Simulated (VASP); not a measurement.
Crystal: CdSe.

```
Cd Se
1.0
     0.00000    2.87396    2.87396
     2.87396    0.00000    2.87396
     2.87396    2.87396    0.00000
Cd Se
1 1
Cartesian
  0.0000 0.0000 0.0000
  2.8740 2.8740 2.8740
```

* Program: VASP 6.6.1
* Task: relaxation of cell and atoms
* Functional: HF
* Potentials or basis: VASP PAW PBE potentials, release 64 (Cd, Se)
* Cutoff: 600 eV
* k mesh: 4 × 4 × 4
* Occupations: fermi-dirac, width 0.05 eV
* Spin: no spin polarisation

At the start: pressure 3.3 GPa; volume 23.74 Å³/atom.

Task: How do energy, volume and symmetry change on relaxing?

Result: Over 3 steps the energy falls by 11.1 meV/atom and the volume is 24.87 Å³/atom (+4.8 %); space group Fm-3m (No. 225, to 0.05 Å).

Step by step:
```tsv
step	energy change (eV)	largest force (eV/Å)	pressure (GPa)	volume (Å³)
1	0.0000	0.0000	3.31	47.48
2	-0.0169	0.0000	-1.39	50.92
3	-0.0222	0.0000	-0.02	49.73
```

Final structure:
```
Cd Se
1.0
     0.00000    2.91876    2.91876
     2.91876    0.00000    2.91876
     2.91876    2.91876    0.00000
Cd Se
1 1
Cartesian
  0.0000 0.0000 0.0000
  2.9188 2.9188 2.9188
```

Caveat: the k points lie up to 0.47 Å⁻¹ apart in the final cell; the PAW data sets were made with another functional, which shifts forces and pressure a little.
